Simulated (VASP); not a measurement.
# FeNi3 (Pm-3m) in VASP: a series of runs, part 2 of 2

VASP 6.6.1.

## Step 3: Single point, PBEsol, collinear spin, ferromagnetic start

This run uses another cell than the first one, of 10.62 Å³/atom.

INCAR

```
ALGO     = Normal         # electronic algorithm
EDIFF    = 1E-6           # SCF threshold, eV
ENCUT    = 520            # plane-wave cutoff, eV
GGA      = PS             # functional
ISIF     = 2              # what is computed and relaxed
ISMEAR   = -1             # smearing method
ISPIN    = 2              # spin polarisation
LASPH    = T              # aspherical terms in the spheres
LCHARG   = T              # write CHGCAR
LELF     = T              # ELF
LMAXMIX  = 4              # l up to which the mixer works
LORBIT   = 11             # projections on sites
LREAL    = F              # projectors in reciprocal space
LVHAR    = T            
LWAVE    = F              # write WAVECAR
MAGMOM   = 1 1 1 3        # initial moments
NBANDS   = 31             # bands
NELM     = 150            # most SCF steps
PREC     = Accurate       # precision mode
SIGMA    = 0.05           # smearing width, eV
```

KPOINTS

```
k-points
0
Gamma
  8 8 8
```

POSCAR

```
FeNi3
1.0
    3.4887598604      0.0000000000      0.0000000000
    0.0000000000      3.4887598604      0.0000000000
    0.0000000000      0.0000000000      3.4887598604
Ni Fe
3 1
Direct
    0.5000000000      0.5000000000      0.0000000000
    0.5000000000      0.0000000000      0.5000000000
    0.0000000000      0.5000000000      0.5000000000
    0.0000000000      0.0000000000      0.0000000000
```

Potentials or basis: VASP PAW PBE potentials, release 64 (Ni, Fe).

Launch:

```
$ cat potpaw_PBE.64/Ni/POTCAR potpaw_PBE.64/Fe/POTCAR > POTCAR
$ mpirun -np 1 vasp_std > vasp.out
```

OUTCAR:

```text
EDIFF = 1E-6
   ENCUT = 520
   GGA = PS
   ISIF = 2
   ISMEAR = -1
   ISPIN = 2
   LASPH = T
   LORBIT = 11
   LREAL = F
   NELM = 150
   PREC = Accurate

 ion  position               nearest neighbor table
   1  0.500  0.500  0.000-   2 2.47   3 2.47   4 2.47   2 2.47   3 2.47   2 2.47   4 2.47   2 2.47
                             3 2.47   4 2.47   3 2.47   4 2.47
   2  0.500  0.000  0.500-   1 2.47   3 2.47   4 2.47   1 2.47   4 2.47   1 2.47   3 2.47   1 2.47
                             3 2.47   4 2.47   4 2.47   3 2.47
   3  0.000  0.500  0.500-   1 2.47   2 2.47   4 2.47   1 2.47   4 2.47   2 2.47   4 2.47   4 2.47
                             1 2.47   2 2.47   1 2.47   2 2.47
   4  0.000  0.000  0.000-   1 2.47   2 2.47   3 2.47   2 2.47   3 2.47   1 2.47   3 2.47   3 2.47
                             1 2.47   2 2.47   2 2.47   1 2.47

  LATTYP: Found a simple cubic cell.
 ALAT       =     3.4887598604

  Lattice vectors:

 A1 = (   3.4887598604,   0.0000000000,   0.0000000000)
 A2 = (   0.0000000000,   3.4887598604,   0.0000000000)
 A3 = (   0.0000000000,   0.0000000000,   3.4887598604)

Analysis of symmetry for initial positions (statically):
=====================================================================
 Subroutine PRICEL returns:
 Original cell was already a primitive cell.

 Routine SETGRP: Setting up the symmetry group for a
 simple cubic supercell.

 Subroutine GETGRP returns: Found 48 space group operations
 (whereof 48 operations were pure point group operations)
 out of a pool of 48 trial point group operations.

The static configuration has the point symmetry O_h .

Analysis of symmetry for dynamics (positions and initial velocities):
=====================================================================
 Subroutine PRICEL returns:
 Original cell was already a primitive cell.

 Routine SETGRP: Setting up the symmetry group for a
 simple cubic supercell.

 Subroutine GETGRP returns: Found 48 space group operations
 (whereof 48 operations were pure point group operations)
 out of a pool of 48 trial point group operations.

The dynamic configuration has the point symmetry O_h .

Analysis of structural, dynamic, and magnetic symmetry:
=====================================================================
 Subroutine PRICEL returns:
 Original cell was already a primitive cell.

 Routine SETGRP: Setting up the symmetry group for a
 simple cubic supercell.

 Subroutine GETGRP returns: Found 48 space group operations
 (whereof 48 operations were pure point group operations)
 out of a pool of 48 trial point group operations.

The overall configuration has the point symmetry O_h .

 Subroutine INISYM returns: Found 48 space group operations
 (whereof 48 operations are pure point group operations),
 and found     1 'primitive' translations

----------------------------------------------------------------------------------------

                                     Primitive cell

  volume of cell :      42.4633

  direct lattice vectors                    reciprocal lattice vectors
[... 80 lines left out ...]
   NGXF,Y,Z  is equivalent  to a cutoff of  26.69, 26.69, 26.69 a.u.
 SYSTEM =  unknown system
   PREC   = accura    normal or accurate (medium, high low for compatibility)
   ISTART =      0    job   : 0-new  1-cont  2-samecut
   ICHARG =      2    charge: 1-file 2-atom 10-const
   ISPIN  =      2    spin polarized calculation?
   LNONCOLLINEAR =      F non collinear calculations
   LSORBIT =      F    spin-orbit coupling
   LASPH  =      T    aspherical Exc in radial PAW
   ENCUT  =  520.0 eV  38.22 Ry    6.18 a.u.   6.49  6.49  6.49*2*pi/ulx,y,z
   NELM   =    150;   NELMIN=  2; NELMDL= -5     # of ELM steps
   EDIFF  = 0.1E-05   stopping-criterion for ELM
   LREAL  =      F    real-space projection
   EDIFFG = 0.1E-04   stopping-criterion for IOM
   NSW    =      0    number of steps for IOM
   IBRION =     -1    ionic relax: 0-MD 1-quasi-New 2-CG
   NFREE  =      0    steps in history (QN), initial steepest desc. (CG)
   ISIF   =      2    stress and relaxation
   ISYM   =      2    0-nonsym 1-usesym 2-fastsym
   POTIM  = 0.5000    time-step for ionic-motion
   TEBEG  =    0.0;   TEEND  =   0.0 temperature during run
   PSTRESS=    0.0 pullay stress
   NELECT =      38.0000    total number of electrons
   NUPDOWN=      -1.0000    fix difference up-down
   EMIN   =  10.00;   EMAX   =-10.00  energy-range for DOS
   EFERMI =   0.00;   METHOD = LEGACY
   ISMEAR =    -1;   SIGMA  =   0.05  broadening in eV -4-tet -1-fermi 0-gaus
   EFERMI_NEDOS =   21; number of points for ismear=-14 and -15
   IALGO  =     38    algorithm
   IMIX   =      4    mixing-type and parameters
     AMIX     =   0.40;   BMIX     =  1.00
     AMIX_MAG =   1.60;   BMIX_MAG =  1.00
  volume/ion in A,a.u.               =      10.62        71.64
  Fermi-wavevector in a.u.,A,eV,Ry     =   1.577605  2.981241 33.862692  2.488838
  Thomas-Fermi vector in A             =   2.678262
   LORBIT       =     11    0 simple, 1 ext, 2 COOP (PROOUT), +10 PAW based schemes
   GGA     = PS    functional components
   LHFCALC =     F    Hartree Fock is set to
   AEXX    =    0.0000 exact exchange contribution
   IVDW    =     0    specifies the selected vdW correction
   LEPSILON=     F    determine dielectric tensor
   LRPA    =     F    only Hartree local field effects (RPA)
 spin polarized calculation
  energy-cutoff  :      520.00
  volume of cell :       42.46
 maximum number of plane-waves:      1189
 NGX is ok and might be reduce to    28
   NGX = 13   NGY = 13   NGZ = 13

 number of electron      37.9999983 magnetization       4.6724373

 Free energy of the ion-electron system (eV)
  ---------------------------------------------------
  ext. energy  EPLUGINS =         0.00000000
  ---------------------------------------------------
  free energy    TOTEN  =       -27.65165042 eV

  energy without entropy =      -27.62475864  energy(sigma->0) =      -27.63820453

 E-fermi :   9.0222     XC(G=0): -13.5999

 val. band max:        9.0086347127   @ k =   0.0000   0.0000   0.0000
 cond. band min:       9.0267108114   @ k =   0.5000   0.3750   0.0000
 fundamental gap:      0.0180760987
 Fermi energy:         9.0222192043

 spin component 1

 k-point     1 :       0.0000    0.0000    0.0000
  band No.  band energies     occupation
      1      -0.4216      1.00000
      2       3.4682      1.00000
      3       3.4682      1.00000
      4       4.1040      1.00000
      5       4.2409      1.00000
      6       4.2409      1.00000
[... 805 lines left out ...]
     30      23.2407      0.00000
     31      25.7351      0.00000

 [... further k-points ...]

 spin component 2

 k-point     1 :       0.0000    0.0000    0.0000
  band No.  band energies     occupation
      1      -0.3337      1.00000
      2       4.4619      1.00000
      3       4.4619      1.00000
      4       4.4918      1.00000
      5       5.1955      1.00000
      6       5.1955      1.00000
[... 805 lines left out ...]
     30      23.6872      0.00000
     31      25.9124      0.00000

 [... further k-points ...]
[... 5 lines left out ...]
  --------------------------------------------------------------------------------------
  -------------------------------------------------------------------------------------
  Total       -0.0340432     -0.0340432     -0.0340432      0.0000000      0.0000000     -0.0000000
  in kB       -1.2844797     -1.2844797     -1.2844797      0.0000000      0.0000000     -0.0000000
  external PRESSURE =      -1.2844797 kB  Pullay stress =       0.0000000 kB

 VOLUME and BASIS-vectors are now :
 -----------------------------------------------------------------------------
  energy-cutoff  :      520.00
  volume of cell :       42.46
      direct lattice vectors                 reciprocal lattice vectors
     3.488759860  0.000000000  0.000000000     0.286634804  0.000000000  0.000000000
     0.000000000  3.488759860  0.000000000     0.000000000  0.286634804  0.000000000
     0.000000000  0.000000000  3.488759860     0.000000000  0.000000000  0.286634804

 POSITION                                       TOTAL-FORCE (eV/Angst)
 -----------------------------------------------------------------------------------
      1.74438      1.74438      0.00000         0.000000      0.000000      0.000000
      1.74438      0.00000      1.74438         0.000000      0.000000      0.000000
      0.00000      1.74438      1.74438         0.000000      0.000000      0.000000
      0.00000      0.00000      0.00000         0.000000      0.000000      0.000000
 -----------------------------------------------------------------------------------
    total drift:                                0.000000      0.000000      0.000000

  FREE ENERGIE OF THE ION-ELECTRON SYSTEM (eV)
  ---------------------------------------------------
  free  energy   TOTEN  =       -27.6516504229 eV

  energy  without entropy=      -27.6247586364  energy(sigma->0) =      -27.63820453

 total charge

# of ion       s       p       d       tot
------------------------------------------
    1        0.527   0.558   8.344   9.429
    2        0.527   0.558   8.344   9.429
    3        0.527   0.558   8.344   9.429
    4        0.495   0.546   6.150   7.191
--------------------------------------------------
tot          2.076   2.220  31.182  35.478

 magnetization (x)

# of ion       s       p       d       tot
------------------------------------------
    1       -0.015  -0.042   0.668   0.611
    2       -0.015  -0.042   0.668   0.611
    3       -0.015  -0.042   0.668   0.611
    4        0.009   0.002   2.821   2.833
--------------------------------------------------
tot         -0.037  -0.123   4.826   4.665
```

It took 2.2 min on 1 thread of Oxide Virtual Turin-like, shared host; peak memory 0.18 GiB.

What came out:

| Property | Result |
| --- | --- |
| Free energy | -27.6517 eV |
| Pressure | -0.1 GPa |
| Net moment | 4.67 μB per cell |
| Site moments | Ni +0.61; Fe +2.83 μB |
| Valence electrons inside the program's atomic spheres | Ni 9.43; Fe 7.19 |

Caveat: the PAW data sets were made with another functional, which shifts forces and pressure a little.

## Step 4: Single point, PBEsol, collinear spin, ferromagnetic start

This run uses another cell than the first one, of 10.62 Å³/atom.

INCAR

```
SYSTEM = FeNi3
ALGO = Normal ; EDIFF = 1E-6
ENCUT = 520 ; GGA = PS
ISIF = 2 ; ISMEAR = -1
ISPIN = 2 ; LASPH = .True.
LCHARG = .False. ; LMAXMIX = 4
LORBIT = 11 ; LREAL = .False.
LWAVE = .False. ; MAGMOM = 1 1 1 3
NBANDS = 31 ; NELM = 150
PREC = Accurate ; SIGMA = 0.05
```

KPOINTS

```
k-points
0
Gamma
  8 8 8
  0 0 0
```

POSCAR

```
FeNi3
1.0
    3.4887529767      0.0000000000      0.0000000000
    0.0000000000      3.4887529767      0.0000000000
    0.0000000000      0.0000000000      3.4887529767
Ni Fe
3 1
Direct
    0.5000000000      0.5000000000      0.0000000000
    0.5000000000      0.0000000000      0.5000000000
    0.0000000000      0.5000000000      0.5000000000
    0.0000000000      0.0000000000      0.0000000000
```

Launch:

```
$ cat potpaw_PBE.64/Ni/POTCAR potpaw_PBE.64/Fe/POTCAR > POTCAR
$ mpirun -np 1 vasp_std > vasp.out
```

It took 1.7 min on 1 thread of Oxide Virtual Turin-like, shared host; peak memory 0.18 GiB.

Results (log left out):

* Free energy: -27.6517 eV
* Pressure: -0.1 GPa
* Net moment: 4.67 μB per cell
* Site moments: Ni +0.61; Fe +2.83 μB
* Valence electrons inside the program's atomic spheres: Ni 9.43; Fe 7.19

Levels at points of the mesh, in eV from the Fermi level:
Spin up:
| k point | band 17 | band 18 | band 19 | band 20 | band 21 | band 22 | band 23 | band 24 | band 25 | band 26 |
| --- | --- | --- | --- | --- | --- | --- | --- | --- | --- | --- |
| (0.00, 0.00, 0.00) | -0.63 | -0.63 | -0.58 | -0.58 | -0.58 | 2.23 | 2.23 | 2.23 | 9.27 | 9.27 |
| (0.50, 0.00, 0.00) | -1.63 | -1.58 | -1.37 | -1.06 | -0.63 | -0.58 | 7.74 | 7.74 | 7.76 | 7.76 |
| (0.50, 0.50, 0.00) | -1.70 | -1.70 | -1.54 | -1.53 | 0.84 | 0.84 | 0.91 | 0.94 | 11.49 | 11.60 |
| (0.50, 0.50, 0.50) | -0.77 | -0.77 | -0.77 | -0.77 | -0.62 | -0.62 | -0.62 | -0.52 | 5.76 | 5.76 |
Spin down:
```tsv
k point	band 15	band 16	band 17	band 18	band 19	band 20
(0.00, 0.00, 0.00)	0.27	0.27	1.00	1.00	1.32	1.32
(0.50, 0.00, 0.00)	-0.92	-0.42	-0.17	-0.17	0.27	0.46
(0.50, 0.50, 0.00)	-1.29	-0.86	-0.75	0.14	0.14	0.32
(0.50, 0.50, 0.50)	-0.51	-0.51	0.04	0.04	0.04	0.83
```

Caveat: the PAW data sets were made with another functional, which shifts forces and pressure a little.
